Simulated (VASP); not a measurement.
# Sn (I4/mmm) in VASP: notebook, part 3 of 3

VASP 6.6.1.

### 5 Single point, PBEsol

This run uses another cell than the first one, of 27.35 Å³/atom.

Input file INCAR:

```
SYSTEM = Sn
PREC     = Accurate       ! precision mode
ENCUT    = 520            ! plane-wave cutoff, eV
EDIFF    = 1E-6           ! SCF threshold, eV
ISMEAR   = -1             ! smearing method
SIGMA    = 0.05           ! smearing width, eV
LREAL    = .FALSE.        ! projectors in reciprocal space
LASPH    = .TRUE.         ! aspherical terms in the spheres
NELM     = 100            ! most SCF steps
ALGO     = Fast           ! electronic algorithm
ISIF     = 2              ! what is computed and relaxed
LWAVE    = .FALSE.        ! write WAVECAR
LCHARG   = .FALSE.        ! write CHGCAR
GGA      = PS             ! functional
NBANDS   = 13             ! bands
```

Input file KPOINTS:

```
regular mesh
0
G
  9 9 9
  0 0 0
```

Input file POSCAR:

```
Sn
1.0
   -2.0291894110      2.0291894110      1.6607599896
    2.0291894110     -2.0291894110      1.6607599896
    2.0291894110      2.0291894110     -1.6607599896
Sn
1
Direct
    0.0000000000      0.0000000000      0.0000000000
```

Potentials or basis: VASP PAW PBE potentials, release 64 (Sn_d).

Launch:

```
> cat potpaw_PBE.64/Sn_d/POTCAR > POTCAR
> mpirun -np 1 vasp_std > vasp.out
```

OUTCAR:

```text
SYSTEM = Sn
   PREC = Accurate
   ENCUT = 520
   EDIFF = 1E-6
   ISMEAR = -1
   LREAL = .FALSE.
   LASPH = .TRUE.
   NELM = 100
   ISIF = 2
   GGA = PS

 ion  position               nearest neighbor table
   1  0.000  0.000  0.000-

  LATTYP: Found a body centered tetragonal cell.
 ALAT       =     4.0583788220
 C/A-ratio  =     0.8184351745

  Lattice vectors:

 A1 = (  -2.0291894110,   2.0291894110,   1.6607599896)
 A2 = (   2.0291894110,  -2.0291894110,   1.6607599896)
 A3 = (   2.0291894110,   2.0291894110,  -1.6607599896)

Analysis of symmetry for initial positions (statically):
=====================================================================
 Subroutine PRICEL returns:
 Original cell was already a primitive cell.

 Routine SETGRP: Setting up the symmetry group for a
 body centered tetragonal supercell.

 Subroutine GETGRP returns: Found 16 space group operations
 (whereof 16 operations were pure point group operations)
 out of a pool of 16 trial point group operations.

The static configuration has the point symmetry D_4h.

Analysis of symmetry for dynamics (positions and initial velocities):
[... 172 lines left out ...]
      6      -3.2309      2.00000
      7      14.5717      0.00000
      8      14.5717      0.00000
      9      17.1356      0.00000
     10      18.0990      0.00000
     11      19.2034      0.00000
     12      20.3645      0.00000
     13      20.3645      0.00000
[... 354 lines left out ...]
  band No.  band energies     occupation
      1     -13.5692      2.00000
      2     -13.5649      2.00000
      3     -13.5079      2.00000
      4     -13.4791      2.00000
      5     -13.3950      2.00000
      6       0.7516      2.00000
      7       3.3911      2.00000
      8      11.7744      0.00000
      9      14.3177      0.00000
     10      18.5906      0.00000
     11      19.5620      0.00000
     12      20.4508      0.00000
     13      21.6404      0.00000

 [... further k-points ...]

------------------------ aborting loop because EDIFF is reached ----------------------------------------

  FORCE on cell =-STRESS in cart. coord.  units (eV):
  Direction    XX          YY          ZZ          XY          YZ          ZX
  --------------------------------------------------------------------------------------
  -------------------------------------------------------------------------------------
  Total       -0.4381628     -0.4381628     -0.0019977      0.0000000      0.0000000      0.0000000
  in kB      -25.6645751    -25.6645751     -0.1170133      0.0000000      0.0000000      0.0000000
  external PRESSURE =     -17.1487212 kB  Pullay stress =       0.0000000 kB

 VOLUME and BASIS-vectors are now :
 -----------------------------------------------------------------------------
  energy-cutoff  :      520.00
  volume of cell :       27.35
      direct lattice vectors                 reciprocal lattice vectors
    -2.029189411  2.029189411  1.660759990     0.000000000  0.246403809  0.301066983
     2.029189411 -2.029189411  1.660759990     0.246403809  0.000000000  0.301066983
     2.029189411  2.029189411 -1.660759990     0.246403809  0.246403809  0.000000000

 POSITION                                       TOTAL-FORCE (eV/Angst)
 -----------------------------------------------------------------------------------
      0.00000      0.00000      0.00000         0.000000      0.000000      0.000000
 -----------------------------------------------------------------------------------
    total drift:                               -0.000000     -0.000000     -0.000000

  FREE ENERGIE OF THE ION-ELECTRON SYSTEM (eV)
  ---------------------------------------------------
  free  energy   TOTEN  =        -4.2390759061 eV

  energy  without entropy=       -4.2348106936  energy(sigma->0) =       -4.23694330
```

Run time: 45 s. Hardware: 1 thread of Intel Xeon 8259CL, shared host; peak memory 0.17 GiB.

What came out:

| Item | Value |
| --- | --- |
| Free energy | -4.2391 eV |
| Pressure | -1.7 GPa |
| Band gap on the k mesh | zero (bands 7 and 8 overlap by 8.70 eV) |

Caveat: the PAW data sets were made with another functional, which shifts forces and pressure a little; spin-orbit coupling is left out, which moves the levels of the heavy elements.

### 6 Single point, PBEsol

This run uses another cell than the first one, of 27.63 Å³/atom.

Input file INCAR:

```
SYSTEM = Sn
  ALGO = Fast
  EDIFF = 1E-6
  ENCUT = 520
  GGA = PS
  ISIF = 2
  ISMEAR = -1
  LASPH = .True.
  LCHARG = .False.
  LREAL = .False.
  LWAVE = .False.
  NBANDS = 13
  NELM = 60
  PREC = Accurate
  SIGMA = 0.05
```

Input file KPOINTS:

```
k-points
0
Gamma
  9 9 9
  0 0 0
```

Input file POSCAR:

```
Sn
1.0
   -2.0291894110      2.0291894110      1.6773675895
    2.0291894110     -2.0291894110      1.6773675895
    2.0291894110      2.0291894110     -1.6773675895
Sn
1
Direct
    0.0000000000      0.0000000000      0.0000000000
```

Potentials or basis: VASP PAW PBE potentials, release 64 (Sn_d).

Launch:

```
> cat potpaw_PBE.64/Sn_d/POTCAR > POTCAR
> mpirun -np 1 vasp_std > vasp.out
```

Wall time 50 s (1 thread of Intel Xeon 8259CL, shared host); peak memory 0.17 GiB.

Results (log left out):

- Free energy: -4.2381 eV
- Pressure: -2.3 GPa
- Band gap on the k mesh: zero (bands 7 and 8 overlap by 8.74 eV)

Stress tensor (GPa, compression positive):
```
-2.83  0.00  0.00
 0.00 -2.83  0.00
 0.00  0.00 -1.11
```

Levels at points of the mesh, in eV from the Fermi level:
```
           k point  band 5  band 6  band 7  band 8  band 9  band 10
(0.00, 0.00, 0.00)  -21.16  -10.89    6.86    6.86    9.19    10.42
```

Caveat: the PAW data sets were made with another functional, which shifts forces and pressure a little; spin-orbit coupling is left out, which moves the levels of the heavy elements.

### 7 Summary

| cell | gap on the mesh (eV) | pressure (GPa) |
| --- | --- | --- |
| a = 3.283 Å, angles 103.6, 103.6, 121.9°, 1 atom | none | 0.7 |
| a = 3.299 Å, angles 104.1, 104.1, 120.9°, 1 atom | none | -0.6 |
| a = 3.307 Å, angles 104.3, 104.3, 120.4°, 1 atom | none | -1.2 |
| a = 3.316 Å, angles 104.5, 104.5, 119.9°, 1 atom | none | -1.7 |
| a = 3.324 Å, angles 104.8, 104.8, 119.4°, 1 atom | none | -2.3 |

Alike in all rows: task single point; level PBEsol; potentials or basis VASP PAW PBE potentials, release 64 (Sn_d); no spin polarisation; k mesh 9 × 9 × 9; cutoff (eV) 520; smearing fermi-dirac 0.05 eV.

Caveats: the PAW data sets were made with another functional, which shifts forces and pressure a little; spin-orbit coupling is left out, which moves the levels of the heavy elements.

Total energies depend on the potentials used, so only differences within one code and one set of settings carry meaning.
